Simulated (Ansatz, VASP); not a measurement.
TaPbO4 in VASP and in Ansatz

```xyz
6
Lattice="3.7531 0.0000 0.0000 0.0000 3.7531 0.0000 0.0000 0.0000 5.3932" Properties=species:S:1:pos:R:3 pbc="T T T"
Ta    0.0000    0.0000    0.0000
Pb    1.8766    1.8766    2.6966
O     1.8766    0.0000    4.1158
O     0.0000    1.8766    1.2774
O     1.8766    0.0000    1.2774
O     0.0000    1.8766    4.1158
```

Change from the starting cell: species swapped into the CePrO4 type (P4/mmm, No. 123).

Alike in both runs: task relaxation of cell and atoms; functional PBE; k mesh 4 × 4 × 4; occupations gaussian, width 0.1 eV; no spin polarisation.

```csv
,VASP,Ansatz
version,VASP 6.6.1,Ansatz 0.2.0
potentials or method,"VASP PAW PBE potentials, release 64 (Ta_pv, Pb_d, O), cutoff 600 eV","scalar-relativistic, plane waves, PAW"
valence electrons in the cell,49,51
```

```tsv
	VASP	Ansatz	Ansatz less VASP
gap on the k mesh at the Fermi level, each at its own relaxed structure (eV)	none	none	-
relaxed volume (Å³/atom)	11.94	11.94	-0.007
relaxed cell length with the largest relative difference (Å)	3.620	3.618	-0.0021
```

A gap of «none» marks a metal or a gap that the smearing closes. VASP's potentials hold 49 valence electrons a cell and Ansatz's 51, so a difference there can come from the potentials and not from the codes.

The k mesh is coarse, so the values compare programs but aren't converged. Spin-orbit coupling is off throughout.
